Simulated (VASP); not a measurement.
# SnSe (Fm-3m) in VASP: a series of runs, part 2 of 2

VASP 6.6.1. Earlier steps stand in the parts before.

### Step 4. Single point, PBEsol

This run uses another cell than the first one, of 27.27 Å³/atom, 1.038 times its volume.

INCAR reads:

```
  ALGO = Normal
  EDIFF = 1E-6
  ENCUT = 520
  GGA = PS
  ISIF = 2
  ISMEAR = 0
  LASPH = True
  LCHARG = True
  LELF = True
  LREAL = False
  LVHAR = True
  LWAVE = False
  NBANDS = 17
  NELM = 60
  PREC = Accurate
  SIGMA = 0.1
```

KPOINTS reads:

```
k-points
0
Gamma
  6 6 6
```

POSCAR reads:

```
SnSe
1.0
    0.0000000000     -3.0100000000     -3.0100000000
    3.0100000000      0.0000000000     -3.0100000000
    3.0100000000     -3.0100000000      0.0000000000
Sn Se
1 1
Direct
    0.5000000000      0.5000000000      0.5000000000
    0.0000000000      0.0000000000      0.0000000000
```

Potentials or basis: VASP PAW PBE potentials, release 64 (Sn_d, Se).

The run is started by

```
> cat potpaw_PBE.64/Sn_d/POTCAR potpaw_PBE.64/Se/POTCAR > POTCAR
> mpirun -np 1 vasp_std > vasp.out
```

OUTCAR:

```text
EDIFF = 1E-6
   ENCUT = 520
   GGA = PS
   ISIF = 2
   ISMEAR = 0
   LASPH = True
   LREAL = False
   NELM = 60
   PREC = Accurate

 ion  position               nearest neighbor table
   1  0.500  0.500  0.500-   2 3.01   2 3.01   2 3.01   2 3.01   2 3.01   2 3.01
   2  0.000  0.000  0.000-   1 3.01   1 3.01   1 3.01   1 3.01   1 3.01   1 3.01

  LATTYP: Found a face centered cubic cell.
 ALAT       =     6.0200000000

  Lattice vectors:

 A1 = (   0.0000000000,  -3.0100000000,  -3.0100000000)
 A2 = (   3.0100000000,   0.0000000000,  -3.0100000000)
 A3 = (   3.0100000000,  -3.0100000000,   0.0000000000)

Analysis of symmetry for initial positions (statically):
=====================================================================
 Subroutine PRICEL returns:
 Original cell was already a primitive cell.

 Routine SETGRP: Setting up the symmetry group for a
 face centered cubic supercell.

 Subroutine GETGRP returns: Found 48 space group operations
[... 9 lines left out ...]

 Routine SETGRP: Setting up the symmetry group for a
[... 141 lines left out ...]
  free energy    TOTEN  =        -8.99269599 eV

  energy without entropy =       -8.99269592  energy(sigma->0) =       -8.99269596

 E-fermi :   5.6736     XC(G=0):  -9.7816

 val. band max:        5.3508864828   @ k =   0.5000   0.0000   0.0000
 cond. band min:       5.9963869856   @ k =   0.5000   0.0000   0.0000
 fundamental gap:      0.6455005028
 Fermi energy:         5.6736291580

 k-point     1 :       0.0000    0.0000    0.0000
  band No.  band energies     occupation
      1     -16.0513      2.00000
      2     -16.0513      2.00000
      3     -16.0513      2.00000
      4     -16.0510      2.00000
      5     -16.0510      2.00000
      6      -8.4522      2.00000
[... 297 lines left out ...]
      4     -16.0396      2.00000
      5     -16.0333      2.00000
      6      -7.2152      2.00000
[... 9 lines left out ...]
     16      16.5659      0.00000
     17      18.1439      0.00000

------------------------ aborting loop because EDIFF is reached ----------------------------------------

  FORCE on cell =-STRESS in cart. coord.  units (eV):
  Direction    XX          YY          ZZ          XY          YZ          ZX
  --------------------------------------------------------------------------------------
  -------------------------------------------------------------------------------------
  Total       -0.7666628     -0.7666628     -0.7666628     -0.0000000      0.0000000      0.0000000
  in kB      -22.5208865    -22.5208865    -22.5208865     -0.0000000      0.0000000      0.0000000
  external PRESSURE =     -22.5208865 kB  Pullay stress =       0.0000000 kB

 VOLUME and BASIS-vectors are now :
 -----------------------------------------------------------------------------
  energy-cutoff  :      520.00
  volume of cell :       54.54
      direct lattice vectors                 reciprocal lattice vectors
     0.000000000 -3.010000000 -3.010000000    -0.166112957 -0.166112957 -0.166112957
     3.010000000  0.000000000 -3.010000000     0.166112957  0.166112957 -0.166112957
     3.010000000 -3.010000000  0.000000000     0.166112957 -0.166112957  0.166112957

 POSITION                                       TOTAL-FORCE (eV/Angst)
 -----------------------------------------------------------------------------------
      3.01000     -3.01000     -3.01000         0.000000     -0.000000     -0.000000
      0.00000      0.00000      0.00000        -0.000000      0.000000      0.000000
 -----------------------------------------------------------------------------------
    total drift:                                0.000000      0.000000     -0.000000

  FREE ENERGIE OF THE ION-ELECTRON SYSTEM (eV)
  ---------------------------------------------------
  free  energy   TOTEN  =        -8.9926959868 eV

  energy  without entropy=       -8.9926959242  energy(sigma->0) =       -8.99269596
```

stdout:

```text
POSCAR found type information on POSCAR SnSe
 POSCAR found :  2 types and       2 ions
 scaLAPACK will be used
 -----------------------------------------------------------------------------
|                                                                             |
|                                                                             |
|     You enforced a specific xc type in the INCAR file but a different       |
|     I HOPE YOU KNOW WHAT YOU ARE DOING!                                     |
|                                                                             |
 -----------------------------------------------------------------------------

 LDA part: xc-table for (Slater+PW92), standard interpolation
 POSCAR, INCAR and KPOINTS ok, starting setup
 FFT: planning ... GRIDC
 FFT: planning ... GRID_SOFT
 FFT: planning ... GRID
 WAVECAR not read
 entering main loop
```

Wall time 11 s (1 thread of Intel Xeon 6975P-C, shared host); peak memory 0.17 GiB.

What came out:

```
Free energy            : -8.9927 eV
Pressure               : -2.3 GPa
Band gap on the k mesh : 0.65 eV, direct
```

Caveat: the PAW data sets were made with another functional, which shifts forces and pressure a little; spin-orbit coupling is left out, which moves the levels of the heavy elements. A k mesh can miss the band edges.

### Step 5. Single point, PBEsol

INCAR reads:

```
PREC = Accurate ; ENCUT = 520
EDIFF = 1E-7 ; ISMEAR = 0
SIGMA = 0.02 ; LREAL = F
LASPH = T ; NELM = 80
ALGO = Normal ; ISIF = 2
LWAVE = F ; LCHARG = F
GGA = PS ; NBANDS = 17
```

KPOINTS reads:

```
regular mesh
0
Gamma
  8 8 8
```

POSCAR reads:

```
SnSe
1.0
    0.0000000000     -2.9727546813     -2.9727546813
    2.9727546813      0.0000000000     -2.9727546813
    2.9727546813     -2.9727546813      0.0000000000
Sn Se
1 1
Direct
    0.5000000000      0.5000000000      0.5000000000
    0.0000000000      0.0000000000      0.0000000000
```

The run is started by

```
> cat potpaw_PBE.64/Sn_d/POTCAR potpaw_PBE.64/Se/POTCAR > POTCAR
> mpirun -np 1 vasp_std > vasp.out
```

Wall time 18 s (1 thread of Intel Xeon 6975P-C, shared host); peak memory 0.18 GiB.

The run converged. Its results:

```yaml
Free_energy: -8.9856 eV
Pressure: 0.0 GPa
Band_gap_on_the_k_mesh: 0.75 eV, indirect (least direct gap 0.82 eV)
```

Levels at points of the mesh, in eV from the valence-band top:
```csv
k point,band 6,band 7,band 8,band 9,band 10,band 11,band 12,band 13,band 14,band 15
"(0.00, 0.00, 0.00)",-14.03,-4.87,-2.18,-2.18,-2.18,4.54,4.54,4.54,5.87,5.87
"(0.50, 0.00, 0.00)",-13.00,-8.17,-1.92,-1.92,0.00,0.82,1.30,1.30,8.34,10.31
"(0.50, 0.50, 0.00)",-12.68,-5.94,-5.65,-3.71,-3.71,2.91,5.65,5.65,6.29,10.69
```

Caveat: the PAW data sets were made with another functional, which shifts forces and pressure a little; spin-orbit coupling is left out, which moves the levels of the heavy elements.

### Step 6. Relaxation of cell and atoms, PBEsol

This run uses another cell than the first one, of 27.27 Å³/atom, 1.038 times its volume.

INCAR reads:

```
PREC = Accurate ; ENCUT = 600
EDIFF = 1E-6 ; ISMEAR = 0
SIGMA = 0.02 ; LREAL = F
LASPH = T ; NELM = 100
ALGO = Normal ; ISIF = 3
LWAVE = F ; LCHARG = F
GGA = PS ; IBRION = 2
NSW = 100 ; EDIFFG = -0.005
```

KPOINTS reads:

```
Automatic mesh
0
Gamma
  8 8 8
```

POSCAR reads:

```
SnSe
1.0
    0.0000000000     -3.0100000000     -3.0100000000
    3.0100000000      0.0000000000     -3.0100000000
    3.0100000000     -3.0100000000      0.0000000000
Sn Se
1 1
Direct
    0.5000000000      0.5000000000      0.5000000000
    0.0000000000      0.0000000000      0.0000000000
```

Potentials or basis: VASP PAW PBE potentials, release 64 (Sn_d, Se).

The run is started by

```
> cat potpaw_PBE.64/Sn_d/POTCAR potpaw_PBE.64/Se/POTCAR > POTCAR
> mpirun -np 1 vasp_std > vasp.out
```

It took 75 s on 1 thread of Intel Xeon 6975P-C, shared host; peak memory 0.23 GiB.

The run converged. Its results:

```
Free energy                            : -8.9861 eV
Relaxed volume                         : 26.30 Å³/atom
Relaxed cell                           : a = 4.206 Å, b = 4.206 Å, c = 4.206 Å, α = 60.00°, β = 60.00°, γ = 60.00°
Space group after relaxing (to 0.05 Å) : Fm-3m (No. 225)
Energy gained by relaxing              : 5.9 meV/atom
Ionic steps                            : 3
Pressure after relaxing                : 0.0 GPa
Band gap on the k mesh                 : 0.75 eV, indirect (least direct gap 0.81 eV)
```

The path:
| step | energy change (eV) | largest force (eV/Å) | pressure (GPa) | volume (Å³) |
| --- | --- | --- | --- | --- |
| 1 | 0.0000 | 0.0000 | -1.90 | 54.54 |
| 2 | -0.0108 | 0.0000 | 0.62 | 52.03 |
| 3 | -0.0119 | 0.0000 | 0.01 | 52.60 |

Final structure:
```cif
data_structure
_symmetry_space_group_name_H-M 'P 1'
_symmetry_Int_Tables_number 1
_cell_length_a 4.2055
_cell_length_b 4.2055
_cell_length_c 4.2055
_cell_angle_alpha 60.000
_cell_angle_beta 60.000
_cell_angle_gamma 60.000
_cell_volume 52.60
loop_
_atom_site_label
_atom_site_type_symbol
_atom_site_fract_x
_atom_site_fract_y
_atom_site_fract_z
_atom_site_occupancy
Sn1 Sn 0.50000 0.50000 0.50000 1
Se1 Se 0.00000 0.00000 0.00000 1
```

Levels at points of the mesh, in eV from the valence-band top:
| k point | band 7 | band 8 | band 9 | band 10 | band 11 | band 12 | band 13 | band 14 |
| --- | --- | --- | --- | --- | --- | --- | --- | --- |
| (0.00, 0.00, 0.00) | -4.88 | -2.18 | -2.18 | -2.18 | 4.53 | 4.53 | 4.53 | 5.87 |
| (0.50, 0.00, 0.00) | -8.16 | -1.92 | -1.92 | 0.00 | 0.81 | 1.30 | 1.30 | 8.34 |
| (0.50, 0.50, 0.00) | -5.94 | -5.65 | -3.71 | -3.71 | 2.91 | 5.64 | 5.64 | 6.28 |

Caveat: the PAW data sets were made with another functional, which shifts forces and pressure a little; spin-orbit coupling is left out, which moves the levels of the heavy elements.

### Step 7. Summary

```csv
task,cell,k mesh,cutoff (eV),smearing,gap on the mesh (eV),pressure (GPa),relaxed volume (Å³/atom)
relaxation of cell and atoms,"relaxed from a = 4.204 Å, angles 60.0°, 2 atoms",8 × 8 × 8,600,gaussian 0.01 eV,0.75,0.0,26.29
relaxation of cell and atoms,"relaxed to 12 GPa from a = 4.204 Å, angles 60.0°, 2 atoms",8 × 8 × 8,600,gaussian 0.01 eV,0.55,12.0,-
single point,"a = 4.257 Å, angles 60.0°, 2 atoms",6 × 6 × 6,520,gaussian 0.1 eV,0.65,-2.3,-
single point,"a = 4.204 Å, angles 60.0°, 2 atoms",8 × 8 × 8,520,gaussian 0.02 eV,0.75,0.0,-
relaxation of cell and atoms,"relaxed from a = 4.257 Å, angles 60.0°, 2 atoms",8 × 8 × 8,600,gaussian 0.02 eV,0.75,0.0,26.30
```

Alike in all rows: level PBEsol; potentials or basis VASP PAW PBE potentials, release 64 (Sn_d, Se); no spin polarisation.

Caveats: the PAW data sets were made with another functional, which shifts forces and pressure a little; spin-orbit coupling is left out, which moves the levels of the heavy elements; the cell is relaxed towards a set pressure, so the enthalpy falls and the energy may rise (some runs).

Total energies depend on the potentials used, so only differences within one code and one set of settings carry meaning.
